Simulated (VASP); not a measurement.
# HfC (P6_3/mmc) in VASP: notebook

HfC is run at these levels: PBE; tasks: single point.

Program: VASP 6.6.1. These are calculated values, not measurements. Logs are shortened: lines on timing, memory, paths and dates and some standing lists are left out, and cuts for length are marked.

### 1 The cell of the first run

The structure is hexagonal, space group P6_3/mmc (No. 194). The conventional cell has a = 3.272 Å, b = 3.272 Å, c = 5.118 Å, α = 90.00°, β = 90.00°, γ = 120.00°. Hf (site symmetry -6m2) has 6 C at 2.28 Å within 3.0 Å. Within 3.0 Å of C (site symmetry -3m) lie 6 Hf at 2.28 Å and 2 C at 2.56 Å.

### 2 Single point, PBE (11.86 Å³/atom)

INCAR reads:

```
SYSTEM = HfC
PREC = Accurate ; ENCUT = 520
EDIFF = 1E-7 ; ISMEAR = 0
SIGMA = 0.05 ; LREAL = .FALSE.
LASPH = .TRUE. ; NELM = 80
ALGO = Normal ; ISIF = 2
LWAVE = .FALSE. ; LCHARG = .FALSE.
GGA = PE ; NBANDS = 22
```

KPOINTS reads:

```
regular mesh
0
G
  12 12 8
  0 0 0
```

POSCAR reads:

```
HfC
1.0
    3.2715828929      0.0000000000      0.0000000000
   -1.6357914465      2.8332738958      0.0000000000
    0.0000000000      0.0000000000      5.1177634160
Hf C
2 2
Direct
    0.3333333333      0.6666666667      0.2500000000
    0.6666666667      0.3333333333      0.7500000000
    0.0000000000      0.0000000000      0.0000000000
    0.0000000000      0.0000000000      0.5000000000
```

Potentials or basis: VASP PAW PBE potentials, release 64 (Hf_pv, C).

Command:

```sh
$ cat potpaw_PBE.64/Hf_pv/POTCAR potpaw_PBE.64/C/POTCAR > POTCAR
$ mpirun -np 1 vasp_std > vasp.out
```

OUTCAR:

```text
SYSTEM = HfC
   PREC = Accurate
   ENCUT = 520
   EDIFF = 1E-7
   ISMEAR = 0
   LREAL = .FALSE.
   LASPH = .TRUE.
   NELM = 80
   ISIF = 2
   GGA = PE

 ion  position               nearest neighbor table
   1  0.333  0.667  0.250-   3 2.28   4 2.28   3 2.28   4 2.28   3 2.28   4 2.28   2 3.18   2 3.18
                             2 3.18   2 3.18   2 3.18   2 3.18
   2  0.667  0.333  0.750-   3 2.28   4 2.28   3 2.28   4 2.28   3 2.28   4 2.28   1 3.18   1 3.18
                             1 3.18   1 3.18   1 3.18   1 3.18
   3  0.000  0.000  0.000-   1 2.28   2 2.28   1 2.28   2 2.28   2 2.28   1 2.28
   4  0.000  0.000  0.500-   1 2.28   2 2.28   1 2.28   2 2.28   2 2.28   1 2.28

  LATTYP: Found a hexagonal cell.
 ALAT       =     3.2715828929
 C/A-ratio  =     1.5643080379

  Lattice vectors:

 A1 = (   3.2715828929,   0.0000000000,   0.0000000000)
 A2 = (  -1.6357914465,   2.8332738958,   0.0000000000)
 A3 = (   0.0000000000,   0.0000000000,   5.1177634160)

Analysis of symmetry for initial positions (statically):
=====================================================================
 Subroutine PRICEL returns:
 Original cell was already a primitive cell.

 Routine SETGRP: Setting up the symmetry group for a
 hexagonal supercell.

 Subroutine GETGRP returns: Found 24 space group operations
 (whereof 12 operations were pure point group operations)
 out of a pool of 24 trial point group operations.

The static configuration has the point symmetry D_3d.
 The point group associated with its full space group is D_6h.

Analysis of symmetry for dynamics (positions and initial velocities):
=====================================================================
 Subroutine PRICEL returns:
 Original cell was already a primitive cell.

 Routine SETGRP: Setting up the symmetry group for a
 hexagonal supercell.

 Subroutine GETGRP returns: Found 24 space group operations
 (whereof 12 operations were pure point group operations)
 out of a pool of 24 trial point group operations.

The dynamic configuration has the point symmetry D_3d.
 The point group associated with its full space group is D_6h.

 Subroutine INISYM returns: Found 24 space group operations
 (whereof 12 operations are pure point group operations),
 and found     1 'primitive' translations

----------------------------------------------------------------------------------------

                                     Primitive cell

  volume of cell :      47.4380

  direct lattice vectors                    reciprocal lattice vectors
     3.271582893  0.000000000  0.000000000     0.305662437  0.176474290  0.000000000
    -1.635791447  2.833273896  0.000000000     0.000000000  0.352948581  0.000000000
     0.000000000  0.000000000  5.117763416     0.000000000  0.000000000  0.195397856

  length of vectors
     3.271582893  3.271582893  5.117763416     0.352948581  0.352948581  0.195397856

  position of ions in fractional coordinates (direct lattice)
     0.333333333  0.666666667  0.250000000
     0.666666667  0.333333333  0.750000000
     0.000000000  0.000000000  0.000000000
     0.000000000  0.000000000  0.500000000

  ion indices of the primitive-cell ions
   primitive index   ion index
                 1           1
                 2           2
                 3           3
                 4           4

----------------------------------------------------------------------------------------

 KPOINTS: regular mesh

Automatic generation of k-mesh.
 Grid dimensions read from file:
 generate k-points for:   12   12    8

 Generating k-lattice:

  Cartesian coordinates                     Fractional coordinates (reciprocal lattice)
     0.025471870  0.014706191  0.000000000     0.083333333  0.000000000  0.000000000
     0.000000000  0.029412382  0.000000000     0.000000000  0.083333333  0.000000000
     0.000000000  0.000000000  0.024424732     0.000000000  0.000000000  0.125000000

  Length of vectors
     0.029412382  0.029412382  0.024424732

  Shift w.r.t. Gamma in fractional coordinates (k-lattice)
     0.000000000  0.000000000  0.000000000

 Subroutine IBZKPT returns following result:
 ===========================================

 Found     95 irreducible k-points:

 Following reciprocal coordinates:
            Coordinates               Weight
  0.000000  0.000000  0.000000      1.000000
  0.083333  0.000000  0.000000      6.000000
  0.166667  0.000000  0.000000      6.000000
  0.250000  0.000000  0.000000      6.000000
  0.333333 -0.000000  0.000000      6.000000
  0.416667  0.000000  0.000000      6.000000
[... 16 lines left out ...]
  0.250000  0.000000  0.125000     12.000000
  0.333333 -0.000000  0.125000     12.000000
 [... further k-points ...]
   k-points           NKPTS =     95   k-points in BZ     NKDIM =     95   number of bands    NBANDS=     22
   number of dos      NEDOS =    301   number of ions     NIONS =      4
   total plane-waves  NPLWV =  23040
   dimension x,y,z NGX =    24 NGY =   24 NGZ =   40
   dimension x,y,z NGXF=    48 NGYF=   48 NGZF=   80
   ions per type =               2   2
   NGX,Y,Z   is equivalent  to a cutoff of  12.20, 12.20, 12.99 a.u.
   NGXF,Y,Z  is equivalent  to a cutoff of  24.39, 24.39, 25.99 a.u.
 SYSTEM =  HfC
   PREC   = accura    normal or accurate (medium, high low for compatibility)
   ISTART =      0    job   : 0-new  1-cont  2-samecut
   ICHARG =      2    charge: 1-file 2-atom 10-const
   ISPIN  =      1    spin polarized calculation?
   LNONCOLLINEAR =      F non collinear calculations
   LSORBIT =      F    spin-orbit coupling
   LASPH  =      T    aspherical Exc in radial PAW
   ENCUT  =  520.0 eV  38.22 Ry    6.18 a.u.   6.08  6.08  9.52*2*pi/ulx,y,z
   NELM   =     80;   NELMIN=  2; NELMDL= -5     # of ELM steps
   EDIFF  = 0.1E-06   stopping-criterion for ELM
   LREAL  =      F    real-space projection
   EDIFFG = 0.1E-05   stopping-criterion for IOM
   NSW    =      0    number of steps for IOM
   IBRION =     -1    ionic relax: 0-MD 1-quasi-New 2-CG
   NFREE  =      0    steps in history (QN), initial steepest desc. (CG)
   ISIF   =      2    stress and relaxation
   ISYM   =      2    0-nonsym 1-usesym 2-fastsym
   POTIM  = 0.5000    time-step for ionic-motion
   TEBEG  =    0.0;   TEEND  =   0.0 temperature during run
   PSTRESS=    0.0 pullay stress
   NELECT =      28.0000    total number of electrons
   NUPDOWN=      -1.0000    fix difference up-down
   EMIN   =  10.00;   EMAX   =-10.00  energy-range for DOS
   EFERMI =   0.00;   METHOD = LEGACY
   ISMEAR =     0;   SIGMA  =   0.05  broadening in eV -4-tet -1-fermi 0-gaus
   EFERMI_NEDOS =   21; number of points for ismear=-14 and -15
   IALGO  =     38    algorithm
   IMIX   =      4    mixing-type and parameters
     AMIX     =   0.40;   BMIX     =  1.00
     AMIX_MAG =   1.60;   BMIX_MAG =  1.00
  volume/ion in A,a.u.               =      11.86        80.03
  Fermi-wavevector in a.u.,A,eV,Ry     =   1.373257  2.595080 25.658354  1.885836
  Thomas-Fermi vector in A             =   2.498791
   LORBIT       =      0    0 simple, 1 ext, 2 COOP (PROOUT), +10 PAW based schemes
   GGA     = PE    functional components
   LHFCALC =     F    Hartree Fock is set to
   AEXX    =    0.0000 exact exchange contribution
   IVDW    =     0    specifies the selected vdW correction
   LEPSILON=     F    determine dielectric tensor
   LRPA    =     F    only Hartree local field effects (RPA)
 non-spin polarized calculation
 Gauss-broadening in eV      SIGMA  =   0.05
  energy-cutoff  :      520.00
  volume of cell :       47.44
 maximum number of plane-waves:      1296
   NGX = 13   NGY = 13   NGZ = 19

 number of electron      27.9999997 magnetization

 Free energy of the ion-electron system (eV)
  ---------------------------------------------------
  ext. energy  EPLUGINS =         0.00000000
  ---------------------------------------------------
  free energy    TOTEN  =       -41.19824491 eV

  energy without entropy =      -41.19754384  energy(sigma->0) =      -41.19789437

 E-fermi :   6.9122     XC(G=0): -12.5794

 val. band max:        6.9060999416   @ k =   0.3333   0.2500   0.0000
 cond. band min:       7.0723360305   @ k =   0.3333   0.3333   0.1250
 fundamental gap:      0.1662360889
 Fermi energy:         6.9121526440

 k-point     1 :       0.0000    0.0000    0.0000
  band No.  band energies     occupation
      1     -23.6361      2.00000
      2     -22.9172      2.00000
      3     -22.9172      2.00000
      4     -22.8126      2.00000
      5     -22.8126      2.00000
      6     -22.7260      2.00000
[... 14 lines left out ...]
     21      11.2835      0.00000
     22      15.5539      0.00000

 k-point     2 :       0.0833    0.0000    0.0000
  band No.  band energies     occupation
      1     -23.6160      2.00000
      2     -22.9593      2.00000
      3     -22.9334      2.00000
      4     -22.8520      2.00000
      5     -22.8139      2.00000
      6     -22.7333      2.00000
[... 14 lines left out ...]
     21      11.6545      0.00000
     22      15.2141      0.00000

 k-point     3 :       0.1667    0.0000    0.0000
  band No.  band energies     occupation
      1     -23.5583      2.00000
      2     -23.0750      2.00000
      3     -22.9737      2.00000
      4     -22.9553      2.00000
      5     -22.8211      2.00000
      6     -22.7556      2.00000
[... 14 lines left out ...]
     21      12.8233      0.00000
     22      14.4181      0.00000
[... 476 lines left out ...]
 k-point    23 :       0.2500    0.0000    0.1250
  band No.  band energies     occupation
      1     -23.4662      2.00000
      2     -23.2147      2.00000
      3     -23.1048      2.00000
      4     -23.0169      2.00000
      5     -22.8428      2.00000
      6     -22.8026      2.00000
[... 14 lines left out ...]
     21      13.8710      0.00000
     22      13.9547      0.00000

 k-point    24 :       0.3333   -0.0000    0.1250
  band No.  band energies     occupation
      1     -23.4460      2.00000
      2     -23.3066      2.00000
      3     -23.2199      2.00000
      4     -23.0626      2.00000
      5     -22.8611      2.00000
      6     -22.8472      2.00000
[... 14 lines left out ...]
     21      13.6078      0.00000
     22      14.4227      0.00000

 [... further k-points ...]

------------------------ aborting loop because EDIFF is reached ----------------------------------------

  FORCE on cell =-STRESS in cart. coord.  units (eV):
  Direction    XX          YY          ZZ          XY          YZ          ZX
  --------------------------------------------------------------------------------------
  -------------------------------------------------------------------------------------
  Total        4.1827227      4.1827227      4.1939018     -0.0000000      0.0000000      0.0000000
  in kB      141.2677297    141.2677297    141.6452910     -0.0000000      0.0000000      0.0000000
  external PRESSURE =     141.3935835 kB  Pullay stress =       0.0000000 kB

 VOLUME and BASIS-vectors are now :
 -----------------------------------------------------------------------------
  energy-cutoff  :      520.00
  volume of cell :       47.44
      direct lattice vectors                 reciprocal lattice vectors
     3.271582893  0.000000000  0.000000000     0.305662437  0.176474290  0.000000000
    -1.635791447  2.833273896  0.000000000     0.000000000  0.352948581  0.000000000
     0.000000000  0.000000000  5.117763416     0.000000000  0.000000000  0.195397856

 POSITION                                       TOTAL-FORCE (eV/Angst)
 -----------------------------------------------------------------------------------
     -0.00000      1.88885      1.27944        -0.000000     -0.000000      0.000000
      1.63579      0.94442      3.83832        -0.000000      0.000000      0.000000
      0.00000      0.00000      0.00000         0.000000     -0.000000      0.000000
      0.00000      0.00000      2.55888         0.000000     -0.000000      0.000000
 -----------------------------------------------------------------------------------
    total drift:                               -0.000000      0.000000     -0.000000

  FREE ENERGIE OF THE ION-ELECTRON SYSTEM (eV)
  ---------------------------------------------------
  free  energy   TOTEN  =       -41.1982449117 eV

  energy  without entropy=      -41.1975438380  energy(sigma->0) =      -41.19789437
```

Wall time 68 s (1 thread of Intel Xeon Platinum 8375C at 2.90GHz (Ice Lake), shared host); peak memory 0.22 GiB.

Results:

| Property | Result |
| --- | --- |
| Free energy | -41.1982 eV |
| Pressure | 14.1 GPa |
| Band gap on the k mesh | zero (bands 14 and 15 overlap by 1.48 eV) |

Caveat: the cell stands under pressure; spin-orbit coupling is left out, which moves the levels of the heavy elements.

### 3 Single point, PBE (12.05 Å³/atom)

This run uses another cell than the first one, of 12.05 Å³/atom.

INCAR reads:

```
  PREC = Accurate
  ENCUT = 520
  EDIFF = 1E-6
  ISMEAR = 0
  SIGMA = 0.05
  LREAL = F
  LASPH = T
  NELM = 100
  ALGO = Normal
  ISIF = 2
  LWAVE = F
  LCHARG = T
  GGA = PE
  LELF = T
  LVHAR = T
  NBANDS = 22
```

KPOINTS reads:

```
regular mesh
0
Gamma
  12 12 8
```

POSCAR reads:

```
HfC
1.0
    3.2876913548      0.0000000000      0.0000000000
   -1.6438456774      2.8472242331      0.0000000000
    0.0000000000      0.0000000000      5.1481762634
Hf C
2 2
Direct
    0.3333333333      0.6666666667      0.2500000000
    0.6666666667      0.3333333333      0.7500000000
    0.0000000000      0.0000000000      0.0000000000
    0.0000000000      0.0000000000      0.5000000000
```

Potentials or basis: VASP PAW PBE potentials, release 64 (Hf_pv, C).

Command:

```sh
$ cat potpaw_PBE.64/Hf_pv/POTCAR potpaw_PBE.64/C/POTCAR > POTCAR
$ mpirun -np 1 vasp_std > vasp.out
```

Run time: 68 s. Hardware: 1 thread of Intel Xeon Platinum 8375C at 2.90GHz (Ice Lake), shared host; peak memory 0.22 GiB.

The run converged. Its results:

```
Free energy            : -41.2543 eV
Pressure               : 9.7 GPa
Band gap on the k mesh : zero (bands 14 and 15 overlap by 1.45 eV)
```

Levels at points of the mesh, in eV from the Fermi level:
```
           k point  band 12  band 13  band 14  band 15  band 16  band 17
(0.00, 0.00, 0.00)    -1.31    -1.31     0.98     1.44     1.44     1.98
(0.50, 0.00, 0.00)    -3.43    -1.90    -1.13     1.41     4.48     4.93
(0.00, 0.00, 0.50)    -2.79    -2.79    -2.79     4.11     4.11     4.11
(0.50, 0.00, 0.50)    -3.21    -2.50    -2.50     1.32     1.32     4.94
```

Caveat: the cell stands under pressure; spin-orbit coupling is left out, which moves the levels of the heavy elements.

### 4 Single point, PBE (12.30 Å³/atom)

This run uses another cell than the first one, of 12.30 Å³/atom.

INCAR reads:

```
SYSTEM = HfC
PREC = Accurate ; ENCUT = 520
EDIFF = 1E-6 ; ISMEAR = 0
SIGMA = 0.05 ; LREAL = .False.
LASPH = .True. ; NELM = 100
ALGO = Normal ; ISIF = 2
LWAVE = .False. ; LCHARG = .False.
GGA = PE ; NBANDS = 22
```

KPOINTS reads:

```
regular mesh
0
Gamma
  12 12 8
  0 0 0
```

POSCAR reads:

```
HfC
1.0
    3.3089253054      0.0000000000      0.0000000000
   -1.6544626527      2.8656133737      0.0000000000
    0.0000000000      0.0000000000      5.1881963346
Hf C
2 2
Direct
    0.3333333333      0.6666666667      0.2500000000
    0.6666666667      0.3333333333      0.7500000000
    0.0000000000      0.0000000000      0.0000000000
    0.0000000000      0.0000000000      0.5000000000
```

Command:

```sh
$ cat potpaw_PBE.64/Hf_pv/POTCAR potpaw_PBE.64/C/POTCAR > POTCAR
$ mpirun -np 1 vasp_std > vasp.out
```

Run time: 1.7 min. Hardware: 1 thread of Intel Xeon Platinum 8375C at 2.90GHz (Ice Lake), shared host; peak memory 0.24 GiB.

Results (log left out):

```yaml
Free_energy: -41.2978 eV
Pressure: 4.2 GPa
Band_gap_on_the_k_mesh: zero (bands 14 and 15 overlap by 1.41 eV)
```

Levels at points of the mesh, in eV from the Fermi level:
| k point | band 12 | band 13 | band 14 | band 15 | band 16 | band 17 |
| --- | --- | --- | --- | --- | --- | --- |
| (0.00, 0.00, 0.00) | -1.29 | -1.29 | 0.96 | 1.42 | 1.42 | 1.94 |
| (0.50, 0.00, 0.00) | -3.42 | -1.87 | -1.15 | 1.34 | 4.37 | 4.79 |
| (0.00, 0.00, 0.50) | -2.74 | -2.74 | -2.74 | 4.00 | 4.00 | 4.00 |
| (0.50, 0.00, 0.50) | -3.17 | -2.48 | -2.48 | 1.27 | 1.27 | 4.82 |

Caveat: the cell stands under pressure; spin-orbit coupling is left out, which moves the levels of the heavy elements.

### 5 Single point, PBE

This run uses another cell than the first one, of 12.55 Å³/atom.

INCAR reads:

```
ALGO = Normal ; EDIFF = 1E-6
ENCUT = 520 ; GGA = PE
ISIF = 2 ; ISMEAR = 0
LASPH = T ; LCHARG = F
LREAL = F ; LWAVE = F
NBANDS = 22 ; NELM = 100
PREC = Accurate ; SIGMA = 0.05
```

KPOINTS reads:

```
k-points
0
Gamma
  12 12 8
```

POSCAR reads:

```
HfC
1.0
    3.3299329653      0.0000000000      0.0000000000
   -1.6649664827      2.8838065409      0.0000000000
    0.0000000000      0.0000000000      5.2274907433
Hf C
2 2
Direct
    0.3333333333      0.6666666667      0.2500000000
    0.6666666667      0.3333333333      0.7500000000
    0.0000000000      0.0000000000      0.0000000000
    0.0000000000      0.0000000000      0.5000000000
```

Command:

```sh
$ cat potpaw_PBE.64/Hf_pv/POTCAR potpaw_PBE.64/C/POTCAR > POTCAR
$ mpirun -np 1 vasp_std > vasp.out
```

Run time: 1.7 min. Hardware: 1 thread of Intel Xeon Platinum 8375C at 2.90GHz (Ice Lake), shared host; peak memory 0.24 GiB.

The run converged. Its results:

* Free energy: -41.3089 eV
* Pressure: -0.7 GPa
* Band gap on the k mesh: zero (bands 14 and 15 overlap by 1.38 eV)

Levels at points of the mesh, in eV from the Fermi level:
```csv
k point,band 11,band 12,band 13,band 14,band 15,band 16,band 17,band 18
"(0.00, 0.00, 0.00)",-3.13,-1.28,-1.28,0.93,1.39,1.39,1.90,1.90
"(0.50, 0.00, 0.00)",-3.54,-3.42,-1.85,-1.17,1.28,4.27,4.66,4.73
"(0.00, 0.00, 0.50)",-2.69,-2.69,-2.69,-2.69,3.90,3.90,3.90,3.90
"(0.50, 0.00, 0.50)",-3.12,-3.12,-2.45,-2.45,1.22,1.22,4.70,4.70
```

Caveat: spin-orbit coupling is left out, which moves the levels of the heavy elements.

### 6 Single point, PBE

This run uses another cell than the first one, of 12.55 Å³/atom.

INCAR reads:

```
SYSTEM = HfC
PREC = Accurate
ENCUT = 520
EDIFF = 1E-7
ISMEAR = 0
SIGMA = 0.05
LREAL = .FALSE.
LASPH = .TRUE.
NELM = 60
ALGO = Normal
ISIF = 2
LWAVE = .FALSE.
LCHARG = .FALSE.
GGA = PE
NBANDS = 22
```

KPOINTS reads:

```
regular mesh
0
G
  12 12 8
  0 0 0
```

POSCAR is that of step 5.

Potentials or basis: VASP PAW PBE potentials, release 64 (Hf_pv, C).

Command:

```sh
$ cat potpaw_PBE.64/Hf_pv/POTCAR potpaw_PBE.64/C/POTCAR > POTCAR
$ mpirun -np 1 vasp_std > vasp.out
```

It took 98 s on 1 thread of Intel Xeon Platinum 8375C at 2.90GHz (Ice Lake), shared host; peak memory 0.24 GiB.

The run converged. Its results:

| Item | Value |
| --- | --- |
| Free energy | -41.3089 eV |
| Pressure | -0.7 GPa |
| Band gap on the k mesh | zero (bands 14 and 15 overlap by 1.38 eV) |

Levels at points of the mesh, in eV from the Fermi level:
```tsv
k point	band 10	band 11	band 12	band 13	band 14	band 15	band 16	band 17	band 18	band 19
(0.00, 0.00, 0.00)	-3.13	-3.13	-1.28	-1.28	0.93	1.39	1.39	1.90	1.90	2.13
(0.50, 0.00, 0.00)	-4.12	-3.54	-3.42	-1.85	-1.17	1.28	4.27	4.66	4.73	5.48
(0.00, 0.00, 0.50)	-3.21	-2.69	-2.69	-2.69	-2.69	3.90	3.90	3.90	3.90	4.00
(0.50, 0.00, 0.50)	-4.49	-3.12	-3.12	-2.45	-2.45	1.22	1.22	4.70	4.70	5.28
```

Caveat: spin-orbit coupling is left out, which moves the levels of the heavy elements.

### 7 Summary

```tsv
cell	gap on the mesh (eV)	pressure (GPa)
a = 3.272, b = 3.272, c = 5.118 Å, angles 90.0, 90.0, 120.0°, 4 atoms	none	14.1
a = 3.288, b = 3.288, c = 5.148 Å, angles 90.0, 90.0, 120.0°, 4 atoms	none	9.7
a = 3.309, b = 3.309, c = 5.188 Å, angles 90.0, 90.0, 120.0°, 4 atoms	none	4.2
a = 3.330, b = 3.330, c = 5.227 Å, angles 90.0, 90.0, 120.0°, 4 atoms	none	-0.7
```

Alike in all rows: task single point; level PBE; potentials or basis VASP PAW PBE potentials, release 64 (Hf_pv, C); no spin polarisation; k mesh 12 × 12 × 8; cutoff (eV) 520; smearing gaussian 0.05 eV.

Caveats: spin-orbit coupling is left out, which moves the levels of the heavy elements; the cell stands under pressure (at least some runs).

Absolute energies hang on the potentials; compare differences alone.
